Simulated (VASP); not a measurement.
NaI:

```
CELL_PARAMETERS angstrom
0.00000 3.22963 3.22963
3.22963 0.00000 3.22963
3.22963 3.22963 0.00000
ATOMIC_POSITIONS crystal
Na 0.00000 0.00000 0.00000
I 0.50000 0.50000 0.50000
```

Base run:

* Program: VASP 6.6.1
* Functional: PBEsol
* Potentials or basis: VASP PAW PBE potentials, release 64 (Na_pv, I)
* Cutoff: 500 eV
* k mesh: 6 × 6 × 6
* Occupations: gaussian, width 0.01 eV
* Spin: no spin polarisation

Its results: band gap on the k mesh 3.52 eV; pressure -0.4 GPa.

Task: The run is repeated on the same cell with these changes: functional from PBEsol to LDA; potentials or basis from VASP PAW PBE potentials, release 64 (Na_pv, I) to VASP PAW LDA potentials, release 64 (Na_pv, I). What comes out?

Result: Band gap on the k mesh 3.36 eV; pressure -1.5 GPa.

Caveats: spin-orbit coupling is left out, which moves the levels of the heavy elements; the PAW data sets were made with another functional, which shifts forces and pressure a little (at least some runs).

